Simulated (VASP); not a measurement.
Wanted: the native input for a VASP 6.6.1 run.

```
Task                   : single point
Functional             : PBE
Potentials or basis    : VASP PAW PBE potentials, release 64 (C, Ru_pv)
Cutoff                 : 520 eV
k mesh                 : 2 × 2 × 1
Occupations            : gaussian, width 0.02 eV
Spin                   : no spin polarisation
Dipole correction      : no
Further INCAR settings : LREAL = Auto; ALGO = Normal; EDIFF = 1e-06; NBANDS = 58
```

The structure of RuC18 lies in POSCAR:

```
RuC18
1.0
    7.3980000000      0.0000000000      0.0000000000
   -3.6990000000      6.4068560000      0.0000000000
    0.0000000000      0.0000000000     13.0000000000
C Ru
18 1
Direct
   -0.0018366669     -0.0040501925      0.0798998462
    0.2190289553      0.1050941367      0.0799513077
   -0.0018213228      0.3259442697      0.0801115385
    0.2190215492      0.4376748908      0.0801534615
   -0.0014774308      0.6611319187      0.0771549231
    0.2215287558      0.7726268547      0.0801219231
    0.3306503695     -0.0065027215      0.0799666154
    0.5515000176      0.1026331792      0.0799454615
    0.3281334406      0.3259419285      0.0801285385
    0.5511211091      0.4374520045      0.0771621538
    0.3306103956      0.6608539352      0.0801453077
    0.5514640489      0.7726234209      0.0801010769
    0.6632132243     -0.0065027215      0.0799466154
    0.8864384433      0.1050969461      0.0799323077
    0.6629932632      0.3256210222      0.0769824615
    0.8867040907      0.4374568431      0.0771458462
    0.6629802243      0.6611323869      0.0771324615
    0.8866568693      0.7729412055      0.0769556923
    0.7748289377      0.5492904788      0.2062936154
```

The input as run:

INCAR

```
SYSTEM = RuC18
PREC = Accurate ; ENCUT = 520
EDIFF = 1E-6 ; ISMEAR = 0
SIGMA = 0.02 ; LREAL = Auto
LASPH = .TRUE. ; NELM = 60
ALGO = Normal ; ISIF = 2
LWAVE = .FALSE. ; LCHARG = .FALSE.
GGA = PE ; NBANDS = 58
```

KPOINTS

```
Automatic mesh
0
G
  2 2 1
  0 0 0
```

Potentials or basis: VASP PAW PBE potentials, release 64 (C, Ru_pv).

The run is started by

```sh
$ cat potpaw_PBE.64/C/POTCAR potpaw_PBE.64/Ru_pv/POTCAR > POTCAR
$ mpirun -np 1 vasp_std > vasp.out
```

It gave:

The largest force is 0.046 eV/Å and the band gap on the k mesh is zero (band 43 reaches -0.56 eV, above the bottom of band 44 at -0.77 eV).

Caveat: the k points lie up to 0.49 Å⁻¹ apart.

Run time: 5.3 min on 1 thread of Intel(R) Xeon(R) Platinum 8488C (Sapphire Rapids), on a shared host, peak memory 0.63 GiB.
